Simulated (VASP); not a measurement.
The system is BeCd3S4.

```
CELL_PARAMETERS angstrom
3.88000 0.00000 0.00000
0.00000 3.88000 0.00000
0.00000 0.00000 11.00000
ATOMIC_POSITIONS crystal
Be 0.00000 0.00000 0.00000
Cd 0.00000 0.00000 0.50000
Cd 0.50000 0.50000 0.23500
Cd 0.50000 0.50000 0.76500
S 0.00000 0.50000 0.09000
S 0.50000 0.00000 0.91000
S 0.00000 0.50000 0.63000
S 0.50000 0.00000 0.37000
```

* Program: VASP 6.6.1
* Task: relaxation of cell and atoms
* Functional: PBE
* Potentials or basis: VASP PAW PBE potentials, release 64 (Be, Cd_sv_GW, S)
* Cutoff: 630 eV
* k mesh: 3 × 3 × 1
* Occupations: gaussian, width 0.15 eV
* Spin: no spin polarisation

At the start: pressure 7.5 GPa; volume 20.70 Å³/atom.

Question: Where does the relaxation end?

Answer: Over 8 steps the energy falls by 54.5 meV/atom and the volume is 22.57 Å³/atom (+9.0 %); space group P-4m2 (No. 115, to 0.1 Å) before and after.

Step by step:
```tsv
step	energy change (eV)	largest force (eV/Å)	pressure (GPa)	volume (Å³)
1	0.0000	0.6225	7.47	165.60
2	-0.3230	0.2896	-2.64	189.81
3	-0.3818	0.3733	-0.24	182.36
4	-0.4021	0.2578	-0.15	182.05
5	-0.4227	0.3093	0.09	181.25
6	-0.4326	0.1629	-0.09	181.52
7	-0.4343	0.0893	-0.20	181.69
8	-0.4362	0.0239	0.18	180.56
```

Final structure:
```
Be Cd S
1.0
     3.95799    0.00000    0.00000
     0.00000    3.95799    0.00000
     0.00000    0.00000   11.52586
Be Cd S
1 3 4
Cartesian
  0.0000 3.9580 0.0000
  0.0000 0.0000 5.7629
  1.9790 1.9790 2.6020
  1.9790 1.9790 8.9239
  0.0000 1.9790 1.0075
  1.9790 0.0000 10.5183
  0.0000 1.9790 7.3464
  1.9790 0.0000 4.1794
```

Caveat: the k points lie up to 0.55 Å⁻¹ apart in the final cell.
